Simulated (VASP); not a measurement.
A run of VASP 6.6.1:

The input INCAR:

```
PREC = Accurate
ENCUT = 500
EDIFF = 1E-7
ISMEAR = 1
SIGMA = 0.05
LREAL = False
LASPH = True
NELM = 120
ALGO = Normal
ISIF = 3
LWAVE = False
LCHARG = False
GGA = PS
IBRION = 2
NSW = 100
EDIFFG = -0.03
GGA_COMPAT = False
NELMIN = 4
```

KPOINTS

```
Automatic mesh
0
Gamma
  12 12 12
```

File POSCAR:

```
Sn
1.0
   -1.8946518200      1.8946518200      1.8946518200
    1.8946518200     -1.8946518200      1.8946518200
    1.8946518200      1.8946518200     -1.8946518200
Sn
1
Direct
    0.0000000000      0.0000000000      0.0000000000
```

Potentials or basis: VASP PAW PBE potentials, release 64 (Sn_d).

The run is started by

```bash
$ cat potpaw_PBE.64/Sn_d/POTCAR > POTCAR
$ mpirun -np 1 vasp_std > vasp.out
```

Hardware: 1 thread of Intel(R) Xeon(R) Platinum 8559C (Emerald Rapids), on a shared host.

Task: How long does it take, and how much memory?

Result: Wall time 18 s on 1 thread of Intel(R) Xeon(R) Platinum 8559C (Emerald Rapids), with other jobs on the host, peak memory 0.15 GiB. Counts: scf iterations 28, k points 72, ion steps 3.
